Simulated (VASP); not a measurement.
# Ta2Si (I4/mcm) in VASP: single point with LDA

Aim: the single point of Ta2Si with LDA.

Everything below comes from runs of VASP 6.6.1. Logs are shortened: lines on timing, memory, paths and dates and some standing lists are left out, and cuts for length are marked.

## (1) The cell of the first run

Symmetry: I4/mcm, No. 140, tetragonal system. The conventional cell has a = 6.193 Å, b = 6.193 Å, c = 5.083 Å, α = 90.00°, β = 90.00°, γ = 90.00°. Ta (site symmetry m2m) has 4 Si at 2.64 Å and 11 Ta at 2.86 to 3.28 Å within 3.5 Å. Si (site symmetry 422) has 2 Si at 2.54 Å and 8 Ta at 2.64 Å within 3.4 Å.

## (2) Single point, LDA

Contents of POSCAR:

```
Ta2Si
1.0
   -3.0963297680      3.0963297680      2.5412555492
    3.0963297680     -3.0963297680      2.5412555492
    3.0963297680      3.0963297680     -2.5412555492
Ta Si
4 2
Direct
    0.6633159261      0.8366840739      0.5000000000
    0.8366840739      0.3366840739      0.1733681477
    0.3366840739      0.1633159261      0.5000000000
    0.1633159261      0.6633159261      0.8266318523
    0.2500000000      0.2500000000      0.0000000000
    0.7500000000      0.7500000000      0.0000000000
```

Contents of INCAR.step1:

```
SYSTEM = Ta2Si
ALGO = Fast
EDIFF = 1E-6
ENCUT = 520
GGA = CA
ISIF = 2
ISMEAR = 0
LASPH = .TRUE.
LCHARG = .TRUE.
LMAXMIX = 4
LREAL = .FALSE.
LWAVE = .FALSE.
NBANDS = 35
NELM = 100
PREC = Accurate
SIGMA = 0.1
```

Contents of KPOINTS.step1:

```
k-points
0
G
  10 10 10
  0 0 0
```

Contents of INCAR.step2:

```
SYSTEM = Ta2Si
ALGO = Fast
EDIFF = 1E-6
ENCUT = 520
GGA = CA
ICHARG = 11
ISIF = 2
ISMEAR = -5
LASPH = .TRUE.
LCHARG = .FALSE.
LMAXMIX = 4
LORBIT = 11
LREAL = .FALSE.
LWAVE = .FALSE.
NBANDS = 35
NEDOS = 1001
NELM = 100
PREC = Accurate
SIGMA = 0.1
```

Contents of KPOINTS.step2:

```
k-points
0
G
  15 15 15
  0 0 0
```

Potentials or basis: VASP PAW LDA potentials, release 64 (Ta_pv, Si).

Command:

```console
> cat potpaw_LDA.64/Ta_pv/POTCAR potpaw_LDA.64/Si/POTCAR > POTCAR
> cp INCAR.step1 INCAR
> cp KPOINTS.step1 KPOINTS
> mpirun -np 1 vasp_std > vasp.out
> cp INCAR.step2 INCAR
> cp KPOINTS.step2 KPOINTS
> mpirun -np 1 vasp_std > vasp.out
```

OUTCAR:

```text
SYSTEM = Ta2Si
   EDIFF = 1E-6
   ENCUT = 520
   GGA = CA
   ICHARG = 11
   ISIF = 2
   ISMEAR = -5
   LASPH = .TRUE.
   LORBIT = 11
   LREAL = .FALSE.
   NELM = 100
   PREC = Accurate

 ion  position               nearest neighbor table
   1  0.663  0.837  0.500-   5 2.64   6 2.64   6 2.64   5 2.64   3 2.86   3 2.96   3 2.96   4 3.25
                             2 3.25   4 3.25   2 3.25   4 3.28   2 3.28   2 3.28   4 3.28
   2  0.837  0.337  0.173-   5 2.64   6 2.64   6 2.64   5 2.64   4 2.86   4 2.96   4 2.96   3 3.25
                             1 3.25   1 3.25   3 3.25   3 3.28   1 3.28   1 3.28   3 3.28
   3  0.337  0.163  0.500-   6 2.64   5 2.64   5 2.64   6 2.64   1 2.86   1 2.96   1 2.96   4 3.25
                             2 3.25   4 3.25   2 3.25   4 3.28   2 3.28   4 3.28   2 3.28
   4  0.163  0.663  0.827-   5 2.64   6 2.64   6 2.64   5 2.64   2 2.86   2 2.96   2 2.96   1 3.25
                             3 3.25   3 3.25   1 3.25   1 3.28   3 3.28   3 3.28   1 3.28
   5  0.250  0.250  0.000-   6 2.54   6 2.54   2 2.64   4 2.64   4 2.64   2 2.64   3 2.64   1 2.64
                             1 2.64   3 2.64
   6  0.750  0.750  0.000-   5 2.54   5 2.54   2 2.64   4 2.64   4 2.64   2 2.64   1 2.64   3 2.64
                             1 2.64   3 2.64

  LATTYP: Found a body centered tetragonal cell.
 ALAT       =     6.1926595360
 C/A-ratio  =     0.8207315563

  Lattice vectors:

 A1 = (  -3.0963297680,   3.0963297680,   2.5412555492)
 A2 = (   3.0963297680,  -3.0963297680,   2.5412555492)
 A3 = (   3.0963297680,   3.0963297680,  -2.5412555492)

Analysis of symmetry for initial positions (statically):
=====================================================================
 Subroutine PRICEL returns:
 Original cell was already a primitive cell.

 Routine SETGRP: Setting up the symmetry group for a
 body centered tetragonal supercell.

 Subroutine GETGRP returns: Found 16 space group operations
 (whereof  8 operations were pure point group operations)
 out of a pool of 16 trial point group operations.

The static configuration has the point symmetry C_4h.
 The point group associated with its full space group is D_4h.

Analysis of symmetry for dynamics (positions and initial velocities):
=====================================================================
 Subroutine PRICEL returns:
 Original cell was already a primitive cell.

 Routine SETGRP: Setting up the symmetry group for a
 body centered tetragonal supercell.

 Subroutine GETGRP returns: Found 16 space group operations
[... 129 lines left out ...]
   ISMEAR =    -5;   SIGMA  =   0.10  broadening in eV -4-tet -1-fermi 0-gaus
   EFERMI_NEDOS =   21; number of points for ismear=-14 and -15
   IALGO  =     68    algorithm
   IMIX   =      4    mixing-type and parameters
     AMIX     =   0.40;   BMIX     =  1.00
     AMIX_MAG =   1.60;   BMIX_MAG =  1.00
  volume/ion in A,a.u.               =      16.24       109.61
  Fermi-wavevector in a.u.,A,eV,Ry     =   1.327828  2.509230 23.988788  1.763126
  Thomas-Fermi vector in A             =   2.457111
   LORBIT       =     11    0 simple, 1 ext, 2 COOP (PROOUT), +10 PAW based schemes
   GGA     = CA    functional components
   LHFCALC =     F    Hartree Fock is set to
   AEXX    =    0.0000 exact exchange contribution
   IVDW    =     0    specifies the selected vdW correction
   LEPSILON=     F    determine dielectric tensor
   LRPA    =     F    only Hartree local field effects (RPA)
 non-spin polarized calculation
 RMM-DIIS sequential band-by-band and
 Fermi weights with tetrahedron method with Bloechl corrections
  energy-cutoff  :      520.00
  volume of cell :       97.45
 maximum number of plane-waves:      2657
 NGX is ok and might be reduce to    40

 number of electron      51.9999998 magnetization

 Free energy of the ion-electron system (eV)
  ---------------------------------------------------
  ext. energy  EPLUGINS =         0.00000000
  ---------------------------------------------------
  free energy    TOTEN  =       -66.60928551 eV

  energy without entropy =      -66.60928551  energy(sigma->0) =      -66.60928551

 E-fermi :   7.3556     XC(G=0): -12.5279

 val. band max:        7.3932496933   @ k =  -0.4667   0.3333   0.0667
 cond. band min:       7.3183856377   @ k =  -0.3333  -0.3333   0.2667
 fundamental gap:     -0.0748640556
 Fermi energy:         7.3556256662

 k-point     1 :       0.0000    0.0000    0.0000
  band No.  band energies     occupation
      1     -27.0539      2.00000
      2     -27.0539      2.00000
      3     -27.0403      2.00000
      4     -26.9930      2.00000
      5     -26.9930      2.00000
      6     -26.9630      2.00000
[... 901 lines left out ...]
     34      11.1554      0.00000
     35      11.8528      0.00000

 [... further k-points ...]

------------------------ aborting loop because EDIFF is reached ----------------------------------------

  FORCE on cell =-STRESS in cart. coord.  units (eV):
  Direction    XX          YY          ZZ          XY          YZ          ZX
  --------------------------------------------------------------------------------------
  -------------------------------------------------------------------------------------
  Total       -5.8855320     -5.8855320     -5.4739107      0.0000000     -0.0000000      0.0000000
  in kB      -96.7594871    -96.7594871    -89.9923400      0.0000000     -0.0000000      0.0000000
  external PRESSURE =     -94.5037714 kB  Pullay stress =       0.0000000 kB

 VOLUME and BASIS-vectors are now :
 -----------------------------------------------------------------------------
  energy-cutoff  :      520.00
  volume of cell :       97.45
      direct lattice vectors                 reciprocal lattice vectors
    -3.096329768  3.096329768  2.541255549     0.000000000  0.161481508  0.196753137
     3.096329768 -3.096329768  2.541255549     0.161481508  0.000000000  0.196753137
     3.096329768  3.096329768 -2.541255549     0.161481508  0.161481508  0.000000000

 POSITION                                       TOTAL-FORCE (eV/Angst)
 -----------------------------------------------------------------------------------
      2.08497      1.01136      2.54126        -0.027344      0.027344      0.000000
     -1.01136      2.08497      2.54126        -0.027344     -0.027344      0.000000
      1.01136      2.08497      0.00000         0.027344     -0.027344      0.000000
      4.10769      1.01136     -0.00000         0.027344      0.027344     -0.000000
      0.00000      0.00000      1.27063         0.000000     -0.000000      0.000000
      0.00000      0.00000      3.81188         0.000000     -0.000000      0.000000
 -----------------------------------------------------------------------------------
    total drift:                                0.000000     -0.000000      0.000000

  FREE ENERGIE OF THE ION-ELECTRON SYSTEM (eV)
  ---------------------------------------------------
  free  energy   TOTEN  =       -66.6092855122 eV

  energy  without entropy=      -66.6092855122  energy(sigma->0) =      -66.60928551

 total charge

# of ion       s       p       d       tot
------------------------------------------
    1        0.317   6.184   2.368   8.869
    2        0.317   6.184   2.368   8.869
    3        0.317   6.184   2.368   8.869
    4        0.317   6.184   2.368   8.869
    5        0.745   1.008   0.000   1.752
    6        0.745   1.008   0.000   1.752
--------------------------------------------------
tot          2.759  26.750   9.473  38.982
```

OUTCAR.step1:

```text
SYSTEM = Ta2Si
   EDIFF = 1E-6
   ENCUT = 520
   GGA = CA
   ISIF = 2
[... 1160 lines left out ...]
      1.01136      2.08497      0.00000         0.017439     -0.017439      0.000000
      4.10769      1.01136     -0.00000         0.017439      0.017439     -0.000000
      0.00000      0.00000      1.27063        -0.000000     -0.000000     -0.000000
      0.00000      0.00000      3.81188        -0.000000     -0.000000     -0.000000
 -----------------------------------------------------------------------------------
    total drift:                                0.000000      0.000000      0.000000

  FREE ENERGIE OF THE ION-ELECTRON SYSTEM (eV)
  ---------------------------------------------------
  free  energy   TOTEN  =       -66.6179981271 eV

  energy  without entropy=      -66.6010492767  energy(sigma->0) =      -66.60952370
```

OSZICAR.step1:

```text
N       E                     dE             d eps       ncg     rms          rms(c)
DAV:   1     0.446747915179E+03    0.44675E+03   -0.27795E+04  7140   0.149E+03
DAV:   2    -0.496955155757E+02   -0.49644E+03   -0.48437E+03  7900   0.425E+02
DAV:   3    -0.698212669716E+02   -0.20126E+02   -0.19510E+02  9093   0.763E+01
DAV:   4    -0.702436739515E+02   -0.42241E+00   -0.41912E+00  8896   0.104E+01
DAV:   5    -0.702516917143E+02   -0.80178E-02   -0.80041E-02  8888   0.137E+00    0.299E+01
RMM:   6    -0.669685812712E+02    0.32831E+01   -0.69446E+00  7752   0.113E+01    0.134E+01
RMM:   7    -0.666581074162E+02    0.31047E+00   -0.46605E+00  8338   0.808E+00    0.186E+00
RMM:   8    -0.666145272574E+02    0.43580E-01   -0.35099E-01  8659   0.261E+00    0.149E+00
RMM:   9    -0.666181385729E+02   -0.36113E-02   -0.88296E-02  9346   0.105E+00    0.569E-01
RMM:  10    -0.666182989033E+02   -0.16033E-03   -0.23239E-02  9009   0.526E-01    0.208E-01
RMM:  11    -0.666181001509E+02    0.19875E-03   -0.53315E-03  9312   0.307E-01    0.183E-01
RMM:  12    -0.666179736949E+02    0.12646E-03   -0.14581E-03  9234   0.137E-01    0.649E-02
RMM:  13    -0.666179923867E+02   -0.18692E-04   -0.34524E-04  9838   0.776E-02    0.226E-02
RMM:  14    -0.666179966404E+02   -0.42537E-05   -0.66157E-05  9585   0.347E-02    0.117E-02
RMM:  15    -0.666179978562E+02   -0.12158E-05   -0.17072E-05  8534   0.173E-02    0.501E-03
RMM:  16    -0.666179981271E+02   -0.27090E-06   -0.24566E-06  6429   0.724E-03
   1 F= -.66617998E+02 E0= -.66609524E+02  d E =-.169489E-01
```

Run time: 10 min. Hardware: 1 thread of Intel Xeon 6975P-C (Granite Rapids), shared host; peak memory 0.8 GiB.

What came out:

| Item | Value |
| --- | --- |
| Valence electrons inside the program's atomic spheres | Ta 8.87; Si 1.75 |

Levels at points of the mesh, in eV from the Fermi level:
```csv
k point,band 22,band 23,band 24,band 25,band 26,band 27,band 28,band 29,band 30,band 31
"(0.00, 0.00, 0.00)",-2.44,-2.42,-1.96,0.17,0.18,0.85,1.25,1.25,1.53,1.53
```

Caveat: spin-orbit coupling is left out, which moves the levels of the heavy elements; tetrahedron occupations give inexact forces and stress in metals.
